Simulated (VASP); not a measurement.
Runs of VASP 6.6.1 on Nb. The structure is that of space group Fm-3m (No. 225), or close to it. The cells are those of the table. 

| cell | gap on the mesh (eV) | pressure (GPa) |
| --- | --- | --- |
| a = 2.919 Å, angles 60.0°, 1 atom | none | 14.6 |
| a = 2.961 Å, angles 60.0°, 1 atom | none | 6.4 |
| a = 3.002 Å, angles 60.0°, 1 atom | none | (b) |
| a = 3.080 Å, angles 60.0°, 1 atom | none | (a) |
| a = 3.117 Å, angles 60.0°, 1 atom | none | -14.6 |
| a = 2.876 Å, angles 60.0°, 1 atom | none | 24.5 |
| a = 3.041 Å, angles 60.0°, 1 atom | none | -6.1 |

Alike in all rows: task single point; level RPBE; potentials or basis VASP PAW PBE potentials, release 64 (Nb_sv); no spin polarisation; k mesh 21 × 21 × 21; cutoff (eV) 520; smearing fermi-dirac 0.1 eV.

Question: Estimate the missing entries.

Answer: (a) -10.7; (b) -0.4.

Caveats: the PAW data sets were made with another functional, which shifts forces and pressure a little.

A k mesh can miss the band edges, and the runs leave out spin-orbit coupling on Nb.

A gap of «none» marks levels without a gap at the run's occupations.
